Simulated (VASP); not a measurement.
The system is ZrB.

```
CELL_PARAMETERS angstrom
0.00000 2.32500 2.32500
2.32500 0.00000 2.32500
2.32500 2.32500 0.00000
ATOMIC_POSITIONS crystal
Zr 0.00000 0.00000 0.00000
B 0.50000 0.50000 0.50000
```

```yaml
Program: VASP 6.6.1
Task: relaxation of cell and atoms
Functional: LDA
Potentials_or_basis: VASP PAW LDA potentials, release 64 (Zr_sv, B)
Cutoff: 600 eV
k_mesh: 10 × 10 × 10
Occupations: fermi-dirac, width 0.05 eV
Spin: no spin polarisation
Hubbard_terms: Zr d U = 1.0 eV
```

At the start: pressure 28.7 GPa; volume 12.57 Å³/atom.

How do energy, volume and symmetry change on relaxing?

Over 17 steps the energy falls by 139.5 meV/atom and the volume is 14.30 Å³/atom (+13.7 %); space group Fm-3m (No. 225, to 0.05 Å).

Step by step:
| step | energy change (eV) | largest force (eV/Å) | pressure (GPa) | volume (Å³) |
| --- | --- | --- | --- | --- |
| 1 | 0.0000 | 0.0000 | 28.69 | 25.14 |
| 2 | 0.1690 | 0.0000 | -21.93 | 34.25 |
| 3 | -0.2786 | 0.0000 | -0.95 | 28.75 |
| 4 | -0.2790 | 0.0000 | -0.12 | 28.62 |
| 5 | -0.2790 | 0.0000 | 0.32 | 28.54 |
| 6 | -0.2790 | 0.0000 | 0.34 | 28.54 |
| 7 | -0.2790 | 0.0000 | 0.31 | 28.55 |
| 8 | -0.2790 | 0.0000 | 0.30 | 28.55 |
| 9 | -0.2790 | 0.0000 | 0.29 | 28.55 |
| 10 | -0.2790 | 0.0000 | 0.29 | 28.55 |
| 11 | -0.2790 | 0.0000 | 0.29 | 28.55 |
| 12 | -0.2790 | 0.0000 | 0.29 | 28.55 |
| 13 | -0.2790 | 0.0000 | 0.30 | 28.55 |
| 14 | -0.2790 | 0.0000 | 0.30 | 28.55 |
| 15 | -0.2790 | 0.0000 | 0.24 | 28.56 |
| 16 | -0.2790 | 0.0000 | 0.19 | 28.57 |
| 17 | -0.2790 | 0.0000 | 0.05 | 28.59 |

Final structure:
```
Zr B
1.0
     0.00000    2.42696    2.42696
     2.42696    0.00000    2.42696
     2.42696    2.42696    0.00000
Zr B
1 1
Direct
  0.00000 0.00000 0.00000
  0.50000 0.50000 0.50000
```

Caveat: the volume moved by +14 % from the deposited cell, more than functionals usually miss; U without spin polarisation on a metal has little footing; the U is typed as a test and isn't derived for this compound.
